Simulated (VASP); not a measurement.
Input of a VASP 6.6.1 run:

Contents of INCAR:

```
PREC     = Accurate       # precision mode
ENCUT    = 500            # plane-wave cutoff, eV
EDIFF    = 1E-6           # SCF threshold, eV
ISMEAR   = 0              # smearing method
SIGMA    = 0.2            # smearing width, eV
LREAL    = False          # projectors in reciprocal space
LASPH    = True           # aspherical terms in the spheres
NELM     = 120            # most SCF steps
ALGO     = Normal         # electronic algorithm
ISIF     = 2              # what is computed and relaxed
LWAVE    = False          # write WAVECAR
LCHARG   = False          # write CHGCAR
GGA      = PE             # functional
NBANDS   = 31             # bands
GGA_COMPAT= False
```

KPOINTS

```
regular mesh
0
Gamma
  5 5 5
```

The input POSCAR:

```
SiGe3
1.0
   -2.6603157728      2.6603157728      2.6603946796
    2.6603157728     -2.6603157728      2.6603946796
    2.6603157728      2.6603157728     -2.6603946796
Si Ge
1 3
Direct
    0.3466323040      0.3466323040      0.0000000000
    0.3470032736      0.8470032736      0.5000000000
    0.8470032736      0.3470032736      0.5000000000
    0.8461870288      0.8461870288      0.0000000000
```

Potentials or basis: VASP PAW PBE potentials, release 64 (Si, Ge_d).

Launch:

```bash
$ cat potpaw_PBE.64/Si/POTCAR potpaw_PBE.64/Ge_d/POTCAR > POTCAR
$ mpirun -np 1 vasp_std > vasp.out
```

(1) What does it give for the largest force?

(2) What does it give for the band gap on the k mesh?

## Answers

(1) 0.006 eV/Å.

(2) zero (bands 23 and 24 overlap by 3.43 eV).
